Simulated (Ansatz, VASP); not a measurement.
One calculation of SrTiO3, two programs

POSCAR

```
SrTiO3
1.0
    3.9595350000     -0.0008040000      0.0001240000
   -0.0008040000      3.9601620000      0.0012130000
    0.0001240000      0.0012130000      3.9635440000
Sr Ti O
1 1 3
Direct
    0.4911630000      0.4820370000      0.5100480000
    0.0414810000      0.9588110000      0.9805300000
    0.5044690000      0.0707300000      0.0653260000
    0.0370450000      0.5187640000      0.9385150000
    0.9983520000      0.0137720000      0.5126080000
```

Contents of INCAR.step1:

```
  PREC = Accurate
  ENCUT = 520
  ISMEAR = -1
  SIGMA = 0.0253
  LREAL = F
  LASPH = T
  NELM = 150
  ISPIN = 2
  MAGMOM = 0 0 0 0 0
  LMAXMIX = 4
  NBANDS = 32
  GGA = PE
  ALGO = Normal
  EDIFF = 1E-4
  LWAVE = T
  LCHARG = F
```

The input INCAR.step2:

```
  PREC = Accurate
  ENCUT = 520
  EDIFF = 1E-7
  ISMEAR = -1
  SIGMA = 0.0253
  LREAL = F
  LASPH = T
  NELM = 150
  ALGO = Normal
  ISIF = 2
  LWAVE = F
  LCHARG = F
  ISPIN = 2
  MAGMOM = 0 0 0 0 0
  LORBIT = 11
  LMAXMIX = 4
  METAGGA = R2SCAN
  LMIXTAU = T
  NBANDS = 32
  ISTART = 1
```

Contents of KPOINTS:

```
Automatic mesh
0
Gamma
  5 5 5
```

Input for Ansatz:

```yaml
crystal:
  lattice:
    - [3.959535, -0.000804, 0.000124]
    - [-0.000804, 3.960162, 0.001213]
    - [0.000124, 0.001213, 3.963544]
  atoms:
    - { symbol: Sr, position: [0.491163, 0.482037, 0.510048] }
    - { symbol: Ti, position: [0.041481, 0.958811, 0.98053] }
    - { symbol: O, position: [0.504469, 0.07073, 0.065326] }
    - { symbol: O, position: [0.037045, 0.518764, 0.938515] }
    - { symbol: O, position: [0.998352, 0.013772, 0.512608] }
kpoints:
  mp_grid: { grid: [5, 5, 5], shift: [0.0, 0.0, 0.0] }
magnetization:
  spin_polarized: true
scf:
  occupations: { method: fermi_dirac, width: 0.0253 }
  lower_state_search: "off"
  max_iter: 200
hamiltonian:
  pseudopotentials: { kind: paw }
  xc: r2scan
basis:
  ecutwfc: 500
  fft_grid_basis: typed
output:
  forces: true
  stress: true
  eigenvalues: true
  bader: true
  populations: true
  elf: true
  write_potential: true
  volumetric_format: npy
  dos:
    e_range: [-12, 8]
    de: 0.05
    projected: { site_lists: { O: [O], Sr: [Sr], Ti: [Ti] } }
checkpoint:
  read: saved_state
```

Alike in both runs: task single point; functional r2SCAN; k mesh 5 × 5 × 5; occupations fermi-dirac, width 0.0253 eV; collinear spin.

|  | VASP | Ansatz |
| --- | --- | --- |
| version | VASP 6.6.1 | Ansatz 0.2.0 |
| potentials or method | VASP PAW PBE potentials, release 64 (Sr_sv, Ti_sv, O), cutoff 520 eV | PAW plane waves |
| valence electrons in the cell | 40 | 40 |

```tsv
	VASP	Ansatz	Ansatz less VASP
gap on the k mesh at the Fermi level (eV)	2.92	2.91	-0.003
pressure (GPa)	0.8	-0.2	-0.99
traceless stress, the component that is largest in VASP (GPa)	6.10	5.85	-0.248
rms of the force components (eV/Å)	1.012	0.954	-0.0582
```

VASP's potentials were made for PBE, not for r2SCAN. Atom by atom the forces differ by 0.091 eV/Å (rms over components). Ansatz's warnings: no starting moments.
